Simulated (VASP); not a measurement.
# Si3N4 (P6_3/m) in VASP: single point with HSE06

Aim: the single point of Si3N4 with HSE06.

Program: VASP 6.6.1. These are calculated values, not measurements. Logs are shortened: lines on timing, memory, paths and dates and some standing lists are left out, and cuts for length are marked.

## (1) The cell of the first run

The structure is hexagonal, space group P6_3/m (No. 176). Conventional cell: a = 7.663 Å, b = 7.663 Å, c = 2.926 Å, α = 90.00°, β = 90.00°, γ = 120.00°. Within 2.3 Å of Si (site symmetry m) lie 4 N at 1.74 to 1.75 Å. N (site symmetry -6) has 3 Si at 1.74 Å within 2.3 Å. N (site symmetry m) has 3 Si at 1.75 Å within 2.3 Å.

## (2) Single point, HSE06

Contents of POSCAR:

```
Si3N4
1.0
    7.6633883346      0.0000000000      0.0000000000
   -3.8316941673      6.6366889768      0.0000000000
    0.0000000000      0.0000000000      8.7784169932
Si N
18 24
Direct
    0.2310993364      0.8249884716      0.2500000000
    0.4061108648      0.2310993364      0.0833333333
    0.8249884716      0.5938891352      0.0833333333
    0.1750115284      0.4061108648      0.2500000000
    0.5938891352      0.7689006636      0.2500000000
    0.7689006636      0.1750115284      0.0833333333
    0.2310993364      0.8249884716      0.5833333333
    0.4061108648      0.2310993364      0.4166666667
    0.8249884716      0.5938891352      0.4166666667
    0.1750115284      0.4061108648      0.5833333333
    0.5938891352      0.7689006636      0.5833333333
    0.7689006636      0.1750115284      0.4166666667
    0.2310993364      0.8249884716      0.9166666667
    0.4061108648      0.2310993364      0.7500000000
    0.8249884716      0.5938891352      0.7500000000
    0.1750115284      0.4061108648      0.9166666667
    0.5938891352      0.7689006636      0.9166666667
    0.7689006636      0.1750115284      0.7500000000
    0.3333333333      0.6666666667      0.2500000000
    0.6666666667      0.3333333333      0.0833333333
    0.9691753813      0.6699950340      0.2500000000
    0.2991803472      0.9691753813      0.0833333333
    0.6699950340      0.7008196528      0.0833333333
    0.3300049660      0.2991803472      0.2500000000
    0.0308246187      0.3300049660      0.0833333333
    0.7008196528      0.0308246187      0.2500000000
    0.3333333333      0.6666666667      0.5833333333
    0.6666666667      0.3333333333      0.4166666667
    0.9691753813      0.6699950340      0.5833333333
    0.2991803472      0.9691753813      0.4166666667
    0.6699950340      0.7008196528      0.4166666667
    0.3300049660      0.2991803472      0.5833333333
    0.0308246187      0.3300049660      0.4166666667
    0.7008196528      0.0308246187      0.5833333333
    0.3333333333      0.6666666667      0.9166666667
    0.6666666667      0.3333333333      0.7500000000
    0.9691753813      0.6699950340      0.9166666667
    0.2991803472      0.9691753813      0.7500000000
    0.6699950340      0.7008196528      0.7500000000
    0.3300049660      0.2991803472      0.9166666667
    0.0308246187      0.3300049660      0.7500000000
    0.7008196528      0.0308246187      0.9166666667
```

Contents of INCAR.step1:

```
SYSTEM = Si3N4
PREC = Accurate
ENCUT = 520
EDIFF = 1E-5
ISMEAR = 0
SIGMA = 0.01
LREAL = Auto
LASPH = .TRUE.
NELM = 120
ALGO = Normal
ISIF = 2
LWAVE = .TRUE.
NBANDS = 123
GGA = PE
GGA_COMPAT = .FALSE.
ISYM = -1
```

Contents of INCAR.step2:

```
SYSTEM = Si3N4
PREC = Accurate
ENCUT = 520
EDIFF = 1E-6
ISMEAR = 0
SIGMA = 0.01
LREAL = Auto
LASPH = .TRUE.
NELM = 120
ALGO = Normal
ISIF = 2
LWAVE = .FALSE.
LCHARG = .TRUE.
GGA = PE
LHFCALC = .TRUE.
HFSCREEN = 0.2079
PRECFOCK = Fast
LELF = .TRUE.
LVHAR = .TRUE.
NBANDS = 123
ISTART = 1
GGA_COMPAT = .FALSE.
ISYM = -1
```

Contents of KPOINTS:

```
explicit points
1
Reciprocal
  0.25000000   0.25000000   0.25000000 1
```

Potentials or basis: VASP PAW PBE potentials, release 64 (Si, N).

Run with:

```
$ cat potpaw_PBE.64/Si/POTCAR potpaw_PBE.64/N/POTCAR > POTCAR
$ cp INCAR.step1 INCAR
$ mpirun -np 1 vasp_std > vasp.out
$ cp INCAR.step2 INCAR
$ mpirun -np 1 vasp_std > vasp.out
```

OUTCAR:

```text
SYSTEM = Si3N4
   PREC = Accurate
   ENCUT = 520
   EDIFF = 1E-6
   ISMEAR = 0
   LREAL = Auto
   LASPH = .TRUE.
   NELM = 120
   ISIF = 2
   GGA = PE
   LHFCALC = .TRUE.
   HFSCREEN = 0.2079
   PRECFOCK = Fast
   ISTART = 1
   ISYM = -1

 ion  position               nearest neighbor table
   1  0.231  0.825  0.250-  19 1.74  21 1.75  22 1.75  30 1.75   7 2.93  13 2.93   4 3.02   5 3.02
                             8 3.07   2 3.07   9 3.07   3 3.07
   2  0.406  0.231  0.083-  20 1.74  22 1.75  40 1.75  24 1.75  14 2.93   8 2.93   3 3.02   6 3.02
                            13 3.07  16 3.07   1 3.07   4 3.07
   3  0.825  0.594  0.083-  20 1.74  23 1.75  37 1.75  21 1.75  15 2.93   9 2.93   6 3.02   2 3.02
                            13 3.07  17 3.07   1 3.07   5 3.07
   4  0.175  0.406  0.250-  19 1.74  24 1.75  25 1.75  33 1.75  10 2.93  16 2.93   1 3.02   5 3.02
                            12 3.07   6 3.07   8 3.07   2 3.07
   5  0.594  0.769  0.250-  19 1.74  26 1.75  23 1.75  31 1.75  11 2.93  17 2.93   4 3.02   1 3.02
                            12 3.07   6 3.07   9 3.07   3 3.07
   6  0.769  0.175  0.083-  20 1.74  25 1.75  42 1.75  26 1.75  18 2.93  12 2.93   3 3.02   2 3.02
                            17 3.07  16 3.07   5 3.07   4 3.07
   7  0.231  0.825  0.583-  27 1.74  29 1.75  30 1.75  38 1.75   1 2.93  13 2.93  10 3.02  11 3.02
                             8 3.07   9 3.07  14 3.07  15 3.07
   8  0.406  0.231  0.417-  28 1.74  30 1.75  32 1.75  24 1.75  14 2.93   2 2.93   9 3.02  12 3.02
                             7 3.07  10 3.07   1 3.07   4 3.07
   9  0.825  0.594  0.417-  28 1.74  31 1.75  29 1.75  21 1.75  15 2.93   3 2.93  12 3.02   8 3.02
                             7 3.07  11 3.07   1 3.07   5 3.07
  10  0.175  0.406  0.583-  27 1.74  32 1.75  33 1.75  41 1.75   4 2.93  16 2.93   7 3.02  11 3.02
                            12 3.07   8 3.07  18 3.07  14 3.07
  11  0.594  0.769  0.583-  27 1.74  34 1.75  31 1.75  39 1.75   5 2.93  17 2.93  10 3.02   7 3.02
                            12 3.07   9 3.07  18 3.07  15 3.07
  12  0.769  0.175  0.417-  28 1.74  33 1.75  34 1.75  26 1.75  18 2.93   6 2.93   9 3.02   8 3.02
                            11 3.07  10 3.07   5 3.07   4 3.07
  13  0.231  0.825  0.917-  35 1.74  37 1.75  22 1.75  38 1.75   1 2.93   7 2.93  16 3.02  17 3.02
                             2 3.07   3 3.07  14 3.07  15 3.07
  14  0.406  0.231  0.750-  36 1.74  38 1.75  32 1.75  40 1.75   2 2.93   8 2.93  15 3.02  18 3.02
                             7 3.07  13 3.07  16 3.07  10 3.07
  15  0.825  0.594  0.750-  36 1.74  39 1.75  37 1.75  29 1.75   3 2.93   9 2.93  18 3.02  14 3.02
                             7 3.07  13 3.07  17 3.07  11 3.07
  16  0.175  0.406  0.917-  35 1.74  40 1.75  25 1.75  41 1.75   4 2.93  10 2.93  13 3.02  17 3.02
                             6 3.07   2 3.07  18 3.07  14 3.07
  17  0.594  0.769  0.917-  35 1.74  42 1.75  23 1.75  39 1.75   5 2.93  11 2.93  16 3.02  13 3.02
                             6 3.07   3 3.07  18 3.07  15 3.07
  18  0.769  0.175  0.750-  36 1.74  41 1.75  34 1.75  42 1.75   6 2.93  12 2.93  15 3.02  14 3.02
                            11 3.07  17 3.07  16 3.07  10 3.07
  19  0.333  0.667  0.250-   1 1.74   4 1.74   5 1.74
  20  0.667  0.333  0.083-   6 1.74   3 1.74   2 1.74
  21  0.969  0.670  0.250-   1 1.75   3 1.75   9 1.75
  22  0.299  0.969  0.083-   2 1.75  13 1.75   1 1.75
  23  0.670  0.701  0.083-   3 1.75  17 1.75   5 1.75
  24  0.330  0.299  0.250-   4 1.75   2 1.75   8 1.75
[... 16 lines left out ...]
  41  0.031  0.330  0.750-  18 1.75  16 1.75  10 1.75
  42  0.701  0.031  0.917-  17 1.75   6 1.75  18 1.75

IMPORTANT INFORMATION: All symmetrisations will be switched off!
NOSYMM: (Re-)initialisation of all symmetry stuff for point group C_1.

----------------------------------------------------------------------------------------

                                     Primitive cell

  volume of cell :     446.4661

  direct lattice vectors                    reciprocal lattice vectors
     7.663388335  0.000000000  0.000000000     0.130490581  0.075338772  0.000000000
    -3.831694167  6.636688977  0.000000000     0.000000000  0.150677545  0.000000000
     0.000000000  0.000000000  8.778416993     0.000000000  0.000000000  0.113915755

  length of vectors
     7.663388335  7.663388335  8.778416993     0.150677545  0.150677545  0.113915755

  position of ions in fractional coordinates (direct lattice)
     0.231099336  0.824988472  0.250000000
     0.406110865  0.231099336  0.083333333
     0.824988472  0.593889135  0.083333333
     0.175011528  0.406110865  0.250000000
     0.593889135  0.768900664  0.250000000
     0.768900664  0.175011528  0.083333333
[... 34 lines left out ...]
     0.030824619  0.330004966  0.750000000
     0.700819653  0.030824619  0.916666667

  ion indices of the primitive-cell ions
   primitive index   ion index
                 1           1
                 2           2
                 3           3
                 4           4
                 5           5
                 6           6
[... 34 lines left out ...]
                41          41
                42          42

----------------------------------------------------------------------------------------

 KPOINTS: explicit points

Read explicit list of k-points.

 Found      1 k-points:

 Following reciprocal coordinates:
            Coordinates               Weight
  0.250000  0.250000  0.250000      1.000000
   k-points           NKPTS =      1   k-points in BZ     NKDIM =      1   number of bands    NBANDS=    123
   number of dos      NEDOS =    301   number of ions     NIONS =     42
   total plane-waves  NPLWV = 252000
   dimension x,y,z NGX =    60 NGY =   60 NGZ =   70
   dimension x,y,z NGXF=   120 NGYF=  120 NGZF=  140
   ions per type =              18  24
   NGX,Y,Z   is equivalent  to a cutoff of  13.02, 13.02, 13.26 a.u.
   NGXF,Y,Z  is equivalent  to a cutoff of  26.03, 26.03, 26.51 a.u.
 SYSTEM =  Si3N4
   PREC   = accura    normal or accurate (medium, high low for compatibility)
   ISTART =      1    job   : 0-new  1-cont  2-samecut
   ICHARG =      0    charge: 1-file 2-atom 10-const
   ISPIN  =      1    spin polarized calculation?
   LNONCOLLINEAR =      F non collinear calculations
   LSORBIT =      F    spin-orbit coupling
   LASPH  =      T    aspherical Exc in radial PAW
   ENCUT  =  520.0 eV  38.22 Ry    6.18 a.u.  14.25 14.25 16.32*2*pi/ulx,y,z
   NELM   =    120;   NELMIN=  2; NELMDL=  0     # of ELM steps
   EDIFF  = 0.1E-05   stopping-criterion for ELM
   LREAL  =      T    real-space projection
   EDIFFG = 0.1E-04   stopping-criterion for IOM
   NSW    =      0    number of steps for IOM
   IBRION =     -1    ionic relax: 0-MD 1-quasi-New 2-CG
   NFREE  =      0    steps in history (QN), initial steepest desc. (CG)
   ISIF   =      2    stress and relaxation
   ISYM   =     -1    0-nonsym 1-usesym 2-fastsym
   POTIM  = 0.5000    time-step for ionic-motion
   TEBEG  =    0.0;   TEEND  =   0.0 temperature during run
   PSTRESS=    0.0 pullay stress
   NELECT =     192.0000    total number of electrons
   NUPDOWN=      -1.0000    fix difference up-down
   EMIN   =  10.00;   EMAX   =-10.00  energy-range for DOS
   EFERMI =   0.00;   METHOD = LEGACY
   ISMEAR =     0;   SIGMA  =   0.01  broadening in eV -4-tet -1-fermi 0-gaus
   EFERMI_NEDOS =   21; number of points for ismear=-14 and -15
   IALGO  =     38    algorithm
   IMIX   =      1    mixing-type and parameters
     AMIX     =   0.40;   BMIX     =  1.00
     AMIX_MAG =   1.60;   BMIX_MAG =  1.00
  volume/ion in A,a.u.               =      10.63        71.74
  Fermi-wavevector in a.u.,A,eV,Ry     =   1.235698  2.335131 20.775416  1.526950
  Thomas-Fermi vector in A             =   2.370337
   LORBIT       =      0    0 simple, 1 ext, 2 COOP (PROOUT), +10 PAW based schemes
   GGA     = PE    functional components
   LHFCALC =     T    Hartree Fock is set to
   PRECFOCK=fast      Normal, Fast or Accurate (Low or Medium for compatibility)
   ENCUT4O =  -1.0   cutoff for four orbital integrals eV
   NKREDX  =     1    reduce k-point grid by
   NKREDY  =     1    reduce k-point grid by
   NKREDZ  =     1    reduce k-point grid by
   AEXX    =    0.2500 exact exchange contribution
   HFSCREEN=    0.2079 screening length (either q_TF or 0.3 A-1)
   HFSCREENC=   0.2079 screening length for correlation (either q_TF or 0.3 A-1)
   ENCUTFOCK=  -1.0 apply spherical cutoff to Coloumb kernel
   IVDW    =     0    specifies the selected vdW correction
   LEPSILON=     F    determine dielectric tensor
   LRPA    =     F    only Hartree local field effects (RPA)
 non-spin polarized calculation
 Gauss-broadening in eV      SIGMA  =   0.01
  energy-cutoff  :      520.00
  volume of cell :      446.47
 maximum number of plane-waves:     12026
 NGX is ok and might be reduce to    56
  NGX = 30; NGY = 30; NGZ = 36

 number of electron     191.9999995 magnetization

 Free energy of the ion-electron system (eV)
  ---------------------------------------------------
  ext. energy  EPLUGINS =         0.00000000
  ---------------------------------------------------
  free energy    TOTEN  =      -411.74402987 eV

  energy without entropy =     -411.74402987  energy(sigma->0) =     -411.74402987

 E-fermi :   5.2639     XC(G=0):  -8.8372

 val. band max:        5.1597387196   @ k =   0.2500   0.2500   0.2500
 cond. band min:      11.8545646008   @ k =   0.2500   0.2500   0.2500
 fundamental gap:      6.6948258812
 Fermi energy:         5.2639368628

 k-point     1 :       0.2500    0.2500    0.2500
  band No.  band energies     occupation
      1     -13.5597      2.00000
      2     -13.0702      2.00000
      3     -12.9777      2.00000
      4     -12.9149      2.00000
      5     -12.4646      2.00000
      6     -12.3398      2.00000
[... 100 lines left out ...]
    107      12.9494      0.00000
    108      12.9980      0.00000
 [bands above 108 left out]

------------------------ aborting loop because EDIFF is reached ----------------------------------------

  FORCE on cell =-STRESS in cart. coord.  units (eV):
  Direction    XX          YY          ZZ          XY          YZ          ZX
  --------------------------------------------------------------------------------------
  -------------------------------------------------------------------------------------
  Total      -18.9214436    -18.6856895    -21.7315476      0.9962799      0.0090141      0.0016046
  in kB      -67.9010272    -67.0550060    -77.9852973      3.5752254      0.0323478      0.0057582
  external PRESSURE =     -70.9804435 kB  Pullay stress =       0.0000000 kB

 VOLUME and BASIS-vectors are now :
 -----------------------------------------------------------------------------
  energy-cutoff  :      520.00
  volume of cell :      446.47
      direct lattice vectors                 reciprocal lattice vectors
     7.663388335  0.000000000  0.000000000     0.130490581  0.075338772  0.000000000
    -3.831694167  6.636688977  0.000000000     0.000000000  0.150677545  0.000000000
     0.000000000  0.000000000  8.778416993     0.000000000  0.000000000  0.113915755

 POSITION                                       TOTAL-FORCE (eV/Angst)
 -----------------------------------------------------------------------------------
     -1.39010      5.47519      2.19460         0.111440      0.067544     -0.007102
      2.22668      1.53373      0.73153         0.074550     -0.088066      0.007684
      4.04661      3.94146      0.73153        -0.045943     -0.016150      0.003019
     -0.21491      2.69523      2.19460         0.047359      0.013883     -0.002428
      1.60501      5.10295      2.19460        -0.073295      0.090427     -0.007094
      5.22179      1.16150      0.73153        -0.114120     -0.067632      0.007698
[... 34 lines left out ...]
     -1.02826      2.19014      6.58381         0.111560      0.112788      0.002290
      5.25254      0.20457      8.04688         0.022997     -0.059048     -0.007326
 -----------------------------------------------------------------------------------
    total drift:                               -0.000001      0.000001      0.000000

  FREE ENERGIE OF THE ION-ELECTRON SYSTEM (eV)
  ---------------------------------------------------
  free  energy   TOTEN  =      -411.7440298716 eV

  energy  without entropy=     -411.7440298716  energy(sigma->0) =     -411.74402987
```

Wall time 12 min (1 thread of Intel Xeon 6975P-C (Granite Rapids), shared host); peak memory 0.71 GiB.

Results:

- Free energy: -411.7440 eV
- Pressure: -7.1 GPa
- Largest force: 0.159 eV/Å
- Band gap on the k mesh: 6.69 eV

Forces on the atoms (eV/Å):
```
Si   0.111  0.068 -0.007
Si   0.075 -0.088  0.008
Si  -0.046 -0.016  0.003
Si   0.047  0.014 -0.002
Si  -0.073  0.090 -0.007
Si  -0.114 -0.068  0.008
Si   0.114  0.068 -0.007
Si   0.075 -0.088  0.007
Si  -0.046 -0.016  0.002
Si   0.046  0.016 -0.002
Si  -0.075  0.088 -0.007
Si  -0.114 -0.068  0.007
Si   0.114  0.068 -0.008
Si   0.073 -0.090  0.007
Si  -0.047 -0.014  0.002
Si   0.046  0.016 -0.003
Si  -0.075  0.088 -0.008
Si  -0.111 -0.068  0.007
N    0.027  0.007  0.000
N   -0.027 -0.007  0.001
N   -0.112 -0.113 -0.002
N   -0.023  0.059  0.007
N    0.007 -0.002  0.006
N   -0.007  0.003 -0.006
N    0.112  0.112  0.002
N    0.023 -0.059 -0.007
N    0.027  0.007  0.001
N   -0.027 -0.007 -0.001
N   -0.112 -0.112 -0.002
N   -0.023  0.059  0.007
N    0.007 -0.002  0.006
N   -0.007  0.002 -0.006
N    0.112  0.112  0.002
N    0.023 -0.059 -0.007
N    0.027  0.007 -0.001
N   -0.027 -0.007  0.000
N   -0.112 -0.112 -0.002
N   -0.023  0.059  0.007
N    0.007 -0.003  0.006
N   -0.007  0.002 -0.006
N    0.112  0.113  0.002
N    0.023 -0.059 -0.007
```

Levels at points of the mesh, in eV from the valence-band top:
```
           k point  band 94  band 95  band 96  band 97  band 98  band 99
(0.25, 0.25, 0.25)    -0.21    -0.13     0.00     6.69     6.90     6.97
```

Caveat: the cell stands under tension; the PAW data sets were made with another functional, which shifts forces and pressure a little; a shifted mesh leaves out Γ, where band edges can lie. A k mesh can miss the band edges.
